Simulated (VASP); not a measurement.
Write the native input for VASP 6.6.1 that does the following.

```
Task                   : single point
Functional             : PBE
Potentials or basis    : VASP PAW PBE potentials, release 64 (Cd, S)
Cutoff                 : 520 eV
k mesh                 : 8 × 8 × 8
Occupations            : fermi-dirac, width 0.02 eV
Spin                   : no spin polarisation
Dipole correction      : no
Further INCAR settings : ALGO = Normal; EDIFF = 1e-07; NBANDS = 16
```

The structure of CdS lies in POSCAR:

```
CdS
1.0
    0.1406551057      2.9696493917      2.9696493917
    2.9696493917      0.1406551057      2.9696493917
    2.9696493917      2.9696493917      0.1406551057
Cd S
1 1
Direct
    0.0054049610      0.0054049610      0.0054049610
    0.2445950390      0.2445950390      0.2445950390
```

This cell differs from its parent crystal: epitaxial 111 strain -3.8%.

The input as run:

INCAR

```
SYSTEM = CdS
PREC     = Accurate       ! precision mode
ENCUT    = 520            ! plane-wave cutoff, eV
EDIFF    = 1E-7           ! SCF threshold, eV
ISMEAR   = -1             ! smearing method
SIGMA    = 0.02           ! smearing width, eV
LREAL    = .False.        ! projectors in reciprocal space
LASPH    = .True.         ! aspherical terms in the spheres
NELM     = 60             ! most SCF steps
ALGO     = Normal         ! electronic algorithm
ISIF     = 2              ! what is computed and relaxed
LWAVE    = .False.        ! write WAVECAR
LCHARG   = .True.         ! write CHGCAR
GGA      = PE             ! functional
LELF     = .True.         ! ELF
LVHAR    = .True.       
NBANDS   = 16             ! bands
```

KPOINTS

```
Automatic mesh
0
Gamma
  8 8 8
  0 0 0
```

Potentials or basis: VASP PAW PBE potentials, release 64 (Cd, S).

Launch:

```sh
$ cat potpaw_PBE.64/Cd/POTCAR potpaw_PBE.64/S/POTCAR > POTCAR
$ mpirun -np 1 vasp_std > vasp.out
```

Results of the run:

| Item | Value |
| --- | --- |
| Pressure | 4.3 GPa |
| Largest force | 0.005 eV/Å |
| Band gap on the k mesh | 1.01 eV, direct |

Caveat: the cell differs from its parent crystal (epitaxial 111 strain -3.8%).

Run time: 38 s on 1 thread of Intel Xeon 6975P-C, on a shared host, peak memory 0.2 GiB.
